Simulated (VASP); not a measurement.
# Be18H in VASP: further runs

Runs on Be18H. Level: PBEsol. Tasks: single point.

Everything below comes from runs of VASP 6.6.1. Logs are shortened: lines on timing, memory, paths and dates and some standing lists are left out, and cuts for length are marked.

## (1) The cell of the first run

The cell holds a slab with vacuum, 19 atoms: a = 4.580 Å, b = 6.870 Å, c = 14.588 Å, α = 90.00°, β = 90.00°, γ = 60.00°.

## (2) Single point, PBEsol

INCAR reads:

```
PREC     = Accurate       # precision mode
ENCUT    = 520            # plane-wave cutoff, eV
EDIFF    = 1E-6           # SCF threshold, eV
ISMEAR   = -1             # smearing method
SIGMA    = 0.15           # smearing width, eV
LREAL    = Auto         
LASPH    = T              # aspherical terms in the spheres
NELM     = 100            # most SCF steps
ALGO     = Normal         # electronic algorithm
ISIF     = 2              # what is computed and relaxed
LWAVE    = F              # write WAVECAR
LCHARG   = F              # write CHGCAR
GGA      = PS             # functional
NBANDS   = 34             # bands
```

KPOINTS reads:

```
regular mesh
0
Gamma
  3 2 1
```

POSCAR reads:

```
Be18H
1.0
    4.5800000000      0.0000000000      0.0000000000
    3.4350000000      5.9495950000      0.0000000000
    0.0000000000      0.0000000000     14.5884300000
Be H
18 1
Direct
    0.0000000000      0.0000000000      0.0685475000
    0.5000000000      0.0000000000      0.0685475000
    0.0000000000      0.3333333000      0.0685475000
    0.5000000000      0.3333333000      0.0685475000
    0.0000000000      0.6666667000      0.0685475000
    0.5000000000      0.6666667000      0.0685475000
   -0.1712362748      0.2245188316      0.1950013915
    0.3375032779      0.2200772581      0.1942389242
   -0.1654352666      0.5566596721      0.1938054004
    0.3284068004      0.5597817759      0.1928021282
   -0.1678418933      0.8884853902      0.1890219567
    0.3361928312      0.8871294449      0.1940635788
    0.0020799901      0.0003473490      0.3169869877
    0.4960382206      0.0020930605      0.3166592480
    0.0026075676      0.3321676370      0.3184275663
    0.4925127887      0.3396725500      0.3155641100
    0.0020930353      0.6643351038      0.3168369332
    0.5055922466      0.6585006760      0.3144630103
    0.8331361730      0.8888173063      0.3726651326
```

Potentials or basis: VASP PAW PBE potentials, release 64 (Be, H).

Started as:

```console
> cat potpaw_PBE.64/Be/POTCAR potpaw_PBE.64/H/POTCAR > POTCAR
> mpirun -np 1 vasp_std > vasp.out
```

OUTCAR:

```text
PREC = Accurate
   ENCUT = 520
   EDIFF = 1E-6
   ISMEAR = -1
   LREAL = Auto
   LASPH = T
   NELM = 100
   ISIF = 2
   GGA = PS

 ion  position               nearest neighbor table
   1  0.000  0.000  0.069-  11 2.20  12 2.27   7 2.28   5 2.29   3 2.29   2 2.29   2 2.29   6 2.29
                             4 2.29
   2  0.500  0.000  0.069-  11 2.20   8 2.25  12 2.26   6 2.29   4 2.29   1 2.29   1 2.29   5 2.29
                             3 2.29
   3  0.000  0.333  0.069-   9 2.26   8 2.27   7 2.27   1 2.29   4 2.29   4 2.29   2 2.29   6 2.29
                             5 2.29
   4  0.500  0.333  0.069-   8 2.26  10 2.26   7 2.26   2 2.29   3 2.29   3 2.29   1 2.29   5 2.29
                             6 2.29
   5  0.000  0.667  0.069-  11 2.20  10 2.23   9 2.25   1 2.29   6 2.29   6 2.29   2 2.29   4 2.29
                             3 2.29
   6  0.500  0.667  0.069-  10 2.24  12 2.25   9 2.26   2 2.29   5 2.29   5 2.29   1 2.29   3 2.29
                             4 2.29
   7  0.829  0.225  0.195-  16 2.21  13 2.22  15 2.24   4 2.26   8 2.27   3 2.27   1 2.28   9 2.30
                            10 2.30  11 2.30   8 2.31  12 2.32
   8  0.338  0.220  0.194-  14 2.21  16 2.21  15 2.25   2 2.25   4 2.26   7 2.27   3 2.27  11 2.27
                            12 2.29   9 2.31  10 2.31   7 2.31
   9  0.835  0.557  0.194-  18 2.19  17 2.22   5 2.25  15 2.26   6 2.26   3 2.26  10 2.27  11 2.28
[... 4 lines left out ...]
                            17 2.29  13 2.30   7 2.30  12 2.31
  12  0.336  0.887  0.194-  18 2.22  14 2.22  13 2.23   6 2.25   2 2.26   1 2.27  10 2.27   9 2.28
                            11 2.28   8 2.29  11 2.31   7 2.32
  13  0.002  0.000  0.317-  19 1.56   7 2.22  12 2.23  14 2.27  15 2.28  11 2.30  17 2.31  14 2.31
                            18 2.33  16 2.33
  14  0.496  0.002  0.317-  19 1.57   8 2.21  12 2.22  15 2.26  13 2.27  11 2.29  16 2.31  13 2.31
                            17 2.32  18 2.34
  15  0.003  0.332  0.318-   7 2.24   8 2.25   9 2.26  18 2.26  14 2.26  16 2.27  13 2.28  17 2.28
                            16 2.31
  16  0.493  0.340  0.316-   7 2.21   8 2.21  10 2.22  18 2.22  17 2.24  15 2.27  14 2.31  15 2.31
                            13 2.33
  17  0.002  0.664  0.317-  19 1.56   9 2.22  10 2.22  16 2.24  15 2.28  18 2.29  11 2.29  18 2.29
                            13 2.31  14 2.32
  18  0.506  0.659  0.314-   9 2.19  10 2.20  16 2.22  12 2.22  15 2.26  17 2.29  17 2.29  13 2.33
                            14 2.34
  19  0.833  0.889  0.373-  13 1.56  17 1.56  14 1.57

  LATTYP: Found a simple monoclinic cell.
 ALAT       =     4.5800000000
 B/A-ratio  =     3.1852467249
 C/A-ratio  =     1.3228757576
 COS(beta)  =    -0.1889822219

  Lattice vectors:

 A1 = (   4.5800000000,   0.0000000000,   0.0000000000)
 A2 = (   0.0000000000,   0.0000000000, -14.5884300000)
 A3 = (  -1.1450000000,   5.9495950000,   0.0000000000)

Analysis of symmetry for initial positions (statically):
=====================================================================
 Subroutine PRICEL returns:
 Original cell was already a primitive cell.

 Routine SETGRP: Setting up the symmetry group for a
 simple monoclinic supercell.

 Subroutine GETGRP returns: Found  1 space group operations
 (whereof  1 operations were pure point group operations)
 out of a pool of  4 trial point group operations.

The static configuration has the point symmetry C_1 .

Analysis of symmetry for dynamics (positions and initial velocities):
=====================================================================
 Subroutine PRICEL returns:
 Original cell was already a primitive cell.

 Routine SETGRP: Setting up the symmetry group for a
 simple monoclinic supercell.

 Subroutine GETGRP returns: Found  1 space group operations
 (whereof  1 operations were pure point group operations)
 out of a pool of  4 trial point group operations.

The dynamic configuration has the point symmetry C_1 .

 Subroutine INISYM returns: Found  1 space group operations
 (whereof  1 operations are pure point group operations),
 and found     1 'primitive' translations

----------------------------------------------------------------------------------------

                                     Primitive cell

  volume of cell :     397.5222

  direct lattice vectors                    reciprocal lattice vectors
     4.580000000  0.000000000  0.000000000     0.218340611 -0.126059001  0.000000000
[... 79 lines left out ...]
|     Your reciprocal lattice and k-lattice belong to different lattice       |
|     classes:                                                                |
|                                                                             |
|        The reciprocal lattice is simple monoclinic,                         |
|        whereas your k-lattice is hexagonal.                                 |
|                                                                             |
|     Results are often still useful ...                                      |
|                                                                             |
 -----------------------------------------------------------------------------

 Subroutine IBZKPT returns following result:
 ===========================================

 Found      4 irreducible k-points:

 Following reciprocal coordinates:
            Coordinates               Weight
  0.000000  0.000000  0.000000      1.000000
  0.333333  0.000000  0.000000      2.000000
  0.000000  0.500000  0.000000      1.000000
  0.333333  0.500000  0.000000      2.000000
   k-points           NKPTS =      4   k-points in BZ     NKDIM =      4   number of bands    NBANDS=     34
   number of dos      NEDOS =    301   number of ions     NIONS =     19
   total plane-waves  NPLWV = 209952
   dimension x,y,z NGX =    36 NGY =   54 NGZ =  108
   dimension x,y,z NGXF=    72 NGYF=  108 NGZF=  216
   ions per type =              18   1
   NGX,Y,Z   is equivalent  to a cutoff of  13.07, 13.07, 12.31 a.u.
   NGXF,Y,Z  is equivalent  to a cutoff of  26.13, 26.13, 24.61 a.u.
 SYSTEM =  unknown system
   PREC   = accura    normal or accurate (medium, high low for compatibility)
   ISTART =      0    job   : 0-new  1-cont  2-samecut
   ICHARG =      2    charge: 1-file 2-atom 10-const
   ISPIN  =      1    spin polarized calculation?
   LNONCOLLINEAR =      F non collinear calculations
   LSORBIT =      F    spin-orbit coupling
   LASPH  =      T    aspherical Exc in radial PAW
   ENCUT  =  520.0 eV  38.22 Ry    6.18 a.u.   8.52 12.77 27.12*2*pi/ulx,y,z
   NELM   =    100;   NELMIN=  2; NELMDL= -5     # of ELM steps
   EDIFF  = 0.1E-05   stopping-criterion for ELM
   LREAL  =      T    real-space projection
   EDIFFG = 0.1E-04   stopping-criterion for IOM
   NSW    =      0    number of steps for IOM
   IBRION =     -1    ionic relax: 0-MD 1-quasi-New 2-CG
   NFREE  =      0    steps in history (QN), initial steepest desc. (CG)
   ISIF   =      2    stress and relaxation
   ISYM   =      2    0-nonsym 1-usesym 2-fastsym
   POTIM  = 0.5000    time-step for ionic-motion
   TEBEG  =    0.0;   TEEND  =   0.0 temperature during run
   PSTRESS=    0.0 pullay stress
   NELECT =      37.0000    total number of electrons
   NUPDOWN=      -1.0000    fix difference up-down
   EMIN   =  10.00;   EMAX   =-10.00  energy-range for DOS
   EFERMI =   0.00;   METHOD = LEGACY
   ISMEAR =    -1;   SIGMA  =   0.15  broadening in eV -4-tet -1-fermi 0-gaus
   EFERMI_NEDOS =   21; number of points for ismear=-14 and -15
   IALGO  =     38    algorithm
   IMIX   =      4    mixing-type and parameters
     AMIX     =   0.40;   BMIX     =  1.00
     AMIX_MAG =   1.60;   BMIX_MAG =  1.00
  volume/ion in A,a.u.               =      20.92       141.19
  Fermi-wavevector in a.u.,A,eV,Ry     =   0.741916  1.402019  7.489189  0.550440
  Thomas-Fermi vector in A             =   1.836671
   LORBIT       =      0    0 simple, 1 ext, 2 COOP (PROOUT), +10 PAW based schemes
   GGA     = PS    functional components
   LHFCALC =     F    Hartree Fock is set to
   AEXX    =    0.0000 exact exchange contribution
   IVDW    =     0    specifies the selected vdW correction
   LEPSILON=     F    determine dielectric tensor
   LRPA    =     F    only Hartree local field effects (RPA)
 non-spin polarized calculation
  energy-cutoff  :      520.00
  volume of cell :      397.52
 maximum number of plane-waves:     10710
 NGX is ok and might be reduce to    36
   NGX = 17   NGY = 25   NGZ = 55

 number of electron      37.0000000 magnetization

 Free energy of the ion-electron system (eV)
  ---------------------------------------------------
  ext. energy  EPLUGINS =         0.00000000
  ---------------------------------------------------
  free energy    TOTEN  =       -69.00916174 eV

  energy without entropy =      -68.64098699  energy(sigma->0) =      -68.82507437

 E-fermi :  -0.7498     XC(G=0):  -5.2562

 val. band max:       -0.8756646284   @ k =   0.3333   0.5000   0.0000
 cond. band min:      -0.5093277200   @ k =   0.3333   0.0000   0.0000
 fundamental gap:      0.3663369084
 Fermi energy:        -0.7498153627

 k-point     1 :       0.0000    0.0000    0.0000
  band No.  band energies     occupation
      1     -10.5274      2.00000
      2      -8.8350      2.00000
      3      -7.5594      2.00000
      4      -7.2572      2.00000
      5      -6.5620      2.00000
      6      -5.1535      2.00000
[... 121 lines left out ...]
     29       3.8858      0.00000
     30       4.3095      0.00000
 [bands above 30 left out]

------------------------ aborting loop because EDIFF is reached ----------------------------------------

  FORCE on cell =-STRESS in cart. coord.  units (eV):
  Direction    XX          YY          ZZ          XY          YZ          ZX
  --------------------------------------------------------------------------------------
  -------------------------------------------------------------------------------------
  Total      -12.1774727    -12.8044354      0.2632599      0.0076878      0.0006573      0.0036372
  in kB      -49.0801983    -51.6071146      1.0610453      0.0309850      0.0026491      0.0146596
  external PRESSURE =     -33.2087558 kB  Pullay stress =       0.0000000 kB

 VOLUME and BASIS-vectors are now :
 -----------------------------------------------------------------------------
  energy-cutoff  :      520.00
  volume of cell :      397.52
      direct lattice vectors                 reciprocal lattice vectors
     4.580000000  0.000000000  0.000000000     0.218340611 -0.126059001  0.000000000
     3.435000000  5.949595000  0.000000000     0.000000000  0.168078668  0.000000000
     0.000000000  0.000000000 14.588430000     0.000000000  0.000000000  0.068547472

 POSITION                                       TOTAL-FORCE (eV/Angst)
 -----------------------------------------------------------------------------------
      0.00000      0.00000      1.00000         0.075251      0.130729     -0.064113
      2.29000      0.00000      1.00000        -0.073955      0.064516     -0.009909
      1.14500      1.98320      1.00000         0.019879     -0.040689     -0.096236
      3.43500      1.98320      1.00000        -0.020833     -0.036769     -0.022228
      2.29000      3.96640      1.00000        -0.054779     -0.111502      0.045753
      4.58000      3.96640      1.00000         0.054248     -0.008153      0.075240
[... 11 lines left out ...]
      4.57756      3.91781      4.58752        -0.001848      0.001806      0.014644
      6.86885      5.28810      5.43660         0.001941      0.002406      0.016171
 -----------------------------------------------------------------------------------
    total drift:                                0.000697     -0.000038      0.002353

  FREE ENERGIE OF THE ION-ELECTRON SYSTEM (eV)
  ---------------------------------------------------
  free  energy   TOTEN  =       -69.0091617415 eV

  energy  without entropy=      -68.6409869946  energy(sigma->0) =      -68.82507437
```

Run time: 3.8 min. Hardware: 1 thread of Intel Xeon 8259CL, shared host; peak memory 0.45 GiB.

What came out:

```
Free energy            : -69.0092 eV
Largest force          : 0.164 eV/Å
Band gap on the k mesh : zero (an odd number of electrons rules out a gap without spin polarisation)
```

Forces in eV/Å, atoms in the order of the input:
```
Be   0.075  0.131 -0.064
Be  -0.074  0.065 -0.010
Be   0.020 -0.041 -0.096
Be  -0.021 -0.037 -0.022
Be  -0.055 -0.112  0.046
Be   0.054 -0.008  0.075
Be   0.004  0.011  0.000
Be  -0.007 -0.005 -0.007
Be   0.007 -0.003  0.002
Be  -0.008  0.000 -0.007
Be  -0.003 -0.005  0.014
Be   0.007  0.007 -0.004
Be  -0.005 -0.001  0.001
Be   0.010 -0.004  0.009
Be   0.003 -0.005  0.010
Be  -0.004 -0.008  0.016
Be  -0.003  0.011  0.008
Be  -0.002  0.002  0.015
H    0.002  0.002  0.016
```

Caveat: the k points lie up to 0.53 Å⁻¹ apart, too coarse for converged energies and pressures of a metal; there is no dipole correction, which matters where the two faces differ; the PAW data sets were made with another functional, which shifts forces and pressure a little.

(Part 1 of 3 ends here.)

The gap in the log of VASP goes by the Fermi energy; the results here count the filled bands.